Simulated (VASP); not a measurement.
# SnO2 in VASP: further runs, part 3 of 3

VASP 6.6.1.

**6. Single point, PBE**

INCAR reads:

```
PREC     = Accurate       # precision mode
ENCUT    = 520            # plane-wave cutoff, eV
EDIFF    = 1E-6           # SCF threshold, eV
ISMEAR   = 0              # smearing method
SIGMA    = 0.05           # smearing width, eV
LREAL    = False          # projectors in reciprocal space
LASPH    = True           # aspherical terms in the spheres
NELM     = 80             # most SCF steps
ALGO     = Normal         # electronic algorithm
ISIF     = 2              # what is computed and relaxed
LWAVE    = False          # write WAVECAR
LCHARG   = True           # write CHGCAR
GGA      = PE             # functional
LELF     = True           # ELF
LVHAR    = True         
NBANDS   = 35             # bands
```

KPOINTS reads:

```
regular mesh
0
Gamma
  6 6 8
```

POSCAR reads:

```
SnO2
1.0
    4.7055908175      0.0000000000      0.0000000000
    0.0000000000      4.7056041355      0.0000000000
    0.0000000000      0.0000000000      3.4082594291
Sn O
2 4
Direct
    0.5000000000      0.5000000000      0.5000000000
    0.0000000000      0.0000000000      0.0000000000
    0.3138957232      0.3139536156      0.0000000000
    0.8138957232      0.1860463844      0.5000000000
    0.1861042768      0.8139536156      0.5000000000
    0.6861042768      0.6860463844      0.0000000000
```

Potentials or basis: VASP PAW PBE potentials, release 64 (Sn_d, O).

Command:

```sh
$ cat potpaw_PBE.64/Sn_d/POTCAR potpaw_PBE.64/O/POTCAR > POTCAR
$ mpirun -np 1 vasp_std > vasp.out
```

OUTCAR:

```text
PREC = Accurate
   ENCUT = 520
   EDIFF = 1E-6
   ISMEAR = 0
   LREAL = False
   LASPH = True
   NELM = 80
   ISIF = 2
   GGA = PE

 ion  position               nearest neighbor table
   1  0.500  0.500  0.500-   4 2.09   5 2.09   3 2.11   6 2.11   3 2.11   6 2.11   2 3.74   2 3.74
                             2 3.74   2 3.74   2 3.74   2 3.74   2 3.74   2 3.74
   2  0.000  0.000  0.000-   3 2.09   6 2.09   5 2.11   4 2.11   4 2.11   5 2.11   1 3.74   1 3.74
                             1 3.74   1 3.74   1 3.74   1 3.74   1 3.74   1 3.74
   3  0.314  0.314  0.000-   2 2.09   1 2.11   1 2.11
   4  0.814  0.186  0.500-   1 2.09   2 2.11   2 2.11
   5  0.186  0.814  0.500-   1 2.09   2 2.11   2 2.11
   6  0.686  0.686  0.000-   2 2.09   1 2.11   1 2.11

  LATTYP: Found a simple tetragonal cell.
 ALAT       =     4.7055908175
 C/A-ratio  =     0.7243000000

  Lattice vectors:

 A1 = (   4.7055908175,   0.0000000000,   0.0000000000)
 A2 = (   0.0000000000,   4.7056041355,   0.0000000000)
 A3 = (   0.0000000000,   0.0000000000,   3.4082594291)

Analysis of symmetry for initial positions (statically):
=====================================================================
 Subroutine PRICEL returns:
 Original cell was already a primitive cell.

 Routine SETGRP: Setting up the symmetry group for a
 simple tetragonal supercell.

 Subroutine GETGRP returns: Found  8 space group operations
 (whereof  4 operations were pure point group operations)
 out of a pool of 16 trial point group operations.

The static configuration has the point symmetry C_2h.
 The point group associated with its full space group is D_2h.

Analysis of symmetry for dynamics (positions and initial velocities):
=====================================================================
 Subroutine PRICEL returns:
 Original cell was already a primitive cell.

 Routine SETGRP: Setting up the symmetry group for a
 simple tetragonal supercell.

 Subroutine GETGRP returns: Found  8 space group operations
 (whereof  4 operations were pure point group operations)
 out of a pool of 16 trial point group operations.
[... 128 lines left out ...]
   IMIX   =      4    mixing-type and parameters
     AMIX     =   0.40;   BMIX     =  1.00
     AMIX_MAG =   1.60;   BMIX_MAG =  1.00
  volume/ion in A,a.u.               =      12.58        84.88
  Fermi-wavevector in a.u.,A,eV,Ry     =   1.445956  2.732461 28.446926  2.090790
  Thomas-Fermi vector in A             =   2.564080
   LORBIT       =      0    0 simple, 1 ext, 2 COOP (PROOUT), +10 PAW based schemes
   GGA     = PE    functional components
   LHFCALC =     F    Hartree Fock is set to
   AEXX    =    0.0000 exact exchange contribution
   IVDW    =     0    specifies the selected vdW correction
   LEPSILON=     F    determine dielectric tensor
   LRPA    =     F    only Hartree local field effects (RPA)
 non-spin polarized calculation
 Gauss-broadening in eV      SIGMA  =   0.05
  energy-cutoff  :      520.00
  volume of cell :       75.47
 maximum number of plane-waves:      2056
   NGX = 17   NGY = 17   NGZ = 13

 number of electron      51.9999959 magnetization

 Free energy of the ion-electron system (eV)
  ---------------------------------------------------
  ext. energy  EPLUGINS =         0.00000000
  ---------------------------------------------------
  free energy    TOTEN  =       -37.07138696 eV

  energy without entropy =      -37.07138696  energy(sigma->0) =      -37.07138696

 E-fermi :   5.7662     XC(G=0): -11.0064

 val. band max:        5.5373558534   @ k =   0.0000   0.0000   0.0000
 cond. band min:       6.0054214958   @ k =   0.0000   0.0000   0.0000
 fundamental gap:      0.4680656424
 Fermi energy:         5.7661514432

 k-point     1 :       0.0000    0.0000    0.0000
  band No.  band energies     occupation
      1     -15.4202      2.00000
      2     -14.7446      2.00000
      3     -14.6330      2.00000
      4     -14.6094      2.00000
      5     -14.6094      2.00000
      6     -14.5741      2.00000
[... 901 lines left out ...]
     34      17.7100      0.00000
     35      17.7815      0.00000

 [... further k-points ...]
[... 5 lines left out ...]
  --------------------------------------------------------------------------------------
  -------------------------------------------------------------------------------------
  Total        1.5225807      1.5214975     -4.1398156      0.0000000      0.0000000      0.0000000
  in kB       32.3242692     32.3012725    -87.8879603      0.0000000      0.0000000      0.0000000
  external PRESSURE =      -7.7541395 kB  Pullay stress =       0.0000000 kB

 VOLUME and BASIS-vectors are now :
 -----------------------------------------------------------------------------
  energy-cutoff  :      520.00
  volume of cell :       75.47
      direct lattice vectors                 reciprocal lattice vectors
     4.705590818  0.000000000  0.000000000     0.212513165  0.000000000  0.000000000
     0.000000000  4.705604135  0.000000000     0.000000000  0.212512564  0.000000000
     0.000000000  0.000000000  3.408259429     0.000000000  0.000000000  0.293404895

 POSITION                                       TOTAL-FORCE (eV/Angst)
 -----------------------------------------------------------------------------------
      2.35280      2.35280      1.70413        -0.000000      0.000000      0.000000
      0.00000      0.00000      0.00000        -0.000000      0.000000      0.000000
      1.47706      1.47734      0.00000        -0.652127     -0.652253     -0.000000
      3.82986      0.87546      1.70413        -0.652127      0.652253     -0.000000
      0.87573      3.83014      1.70413         0.652127     -0.652253      0.000000
      3.22853      3.22826      0.00000         0.652127      0.652253      0.000000
 -----------------------------------------------------------------------------------
    total drift:                               -0.000000      0.000000     -0.000000

  FREE ENERGIE OF THE ION-ELECTRON SYSTEM (eV)
  ---------------------------------------------------
  free  energy   TOTEN  =       -37.0713869552 eV

  energy  without entropy=      -37.0713869552  energy(sigma->0) =      -37.07138696
```

stdout:

```text
POSCAR found type information on POSCAR SnO
 POSCAR found :  2 types and       6 ions
 scaLAPACK will be used
 LDA part: xc-table for (Slater+PW92), standard interpolation
 POSCAR, INCAR and KPOINTS ok, starting setup
 FFT: planning ... GRIDC
 FFT: planning ... GRID_SOFT
 FFT: planning ... GRID
 WAVECAR not read
 entering main loop
```

Wall time 2.4 min (1 thread of Intel Xeon Platinum 8259CL at 2.50GHz (Skylake/Cascade Lake), shared host); peak memory 0.29 GiB.

What came out:

- Free energy: -37.0714 eV
- Pressure: -0.8 GPa
- Largest force: 0.922 eV/Å
- Band gap on the k mesh: 0.47 eV

Forces on the atoms (eV/Å):
```
Sn   0.000  0.000  0.000
Sn   0.000  0.000  0.000
O   -0.652 -0.652  0.000
O   -0.652  0.652  0.000
O    0.652 -0.652  0.000
O    0.652  0.652  0.000
```

Stress tensor (GPa, compression positive):
```
 3.23  0.00  0.00
 0.00  3.23  0.00
 0.00  0.00 -8.79
```

Levels at points of the mesh, in eV from the valence-band top:
```
           k point  band 24  band 25  band 26  band 27  band 28  band 29
(0.00, 0.00, 0.00)    -0.61    -0.61     0.00     0.47     4.78     5.65
(0.50, 0.00, 0.00)    -1.29    -0.56    -0.56     3.76     3.76     6.21
(0.00, 0.50, 0.00)    -1.29    -0.56    -0.56     3.76     3.76     6.21
(0.50, 0.50, 0.00)    -1.44    -0.66    -0.66     3.80     3.80     6.76
(0.00, 0.00, 0.50)    -1.49    -1.17    -1.17     5.59     5.59     9.47
(0.50, 0.00, 0.50)    -0.92    -0.52    -0.52     5.95     5.95     7.85
(0.00, 0.50, 0.50)    -0.92    -0.52    -0.52     5.95     5.95     7.85
(0.50, 0.50, 0.50)    -0.91    -0.63    -0.63     4.68     4.68     8.45
```

Caveat: the stress differs along the axes, from -9 to 3 GPa; semilocal functionals underestimate gaps, and a narrow one can read as zero; spin-orbit coupling is left out, which moves the levels of the heavy elements.

**7. Summary**

```tsv
cell	gap on the mesh (eV)	pressure (GPa)	largest force (eV/Å)
a = 4.729, b = 4.729, c = 3.375 Å, 6 atoms, atomic positions A	0.53	9.0	4.28
a = 4.729, b = 4.729, c = 3.375 Å, 6 atoms, atomic positions B	0.59	9.7	4.93
a = 4.828, b = 4.828, c = 3.238 Å, 6 atoms, atomic positions B	1.15	16.4	5.16
a = 4.908, b = 4.908, c = 3.133 Å, 6 atoms, atomic positions C	0.07	1.2	2.57
a = 4.706, b = 4.706, c = 3.408 Å, 6 atoms, atomic positions D	0.47	-0.8	0.92
```

Alike in all rows: task single point; level PBE; potentials or basis VASP PAW PBE potentials, release 64 (Sn_d, O); no spin polarisation; k mesh 6 × 6 × 8; cutoff (eV) 520; smearing gaussian 0.05 eV.

Caveats: spin-orbit coupling is left out, which moves the levels of the heavy elements; semilocal functionals underestimate gaps, and a narrow one can read as zero (at least some runs); forces of over 1 eV/Å act on the atoms, so gaps and moduli don't describe the material at rest (at least some runs); the stress differs along the axes, from -6 to 17 GPa (at least some runs); the cell stands under pressure (at least some runs); the stress differs along the axes, from 13 to 23 GPa (at least some runs); the stress differs along the axes, from -1 to 6 GPa (at least some runs).

Total energies depend on the potentials used, so only differences within one code and one set of settings carry meaning.
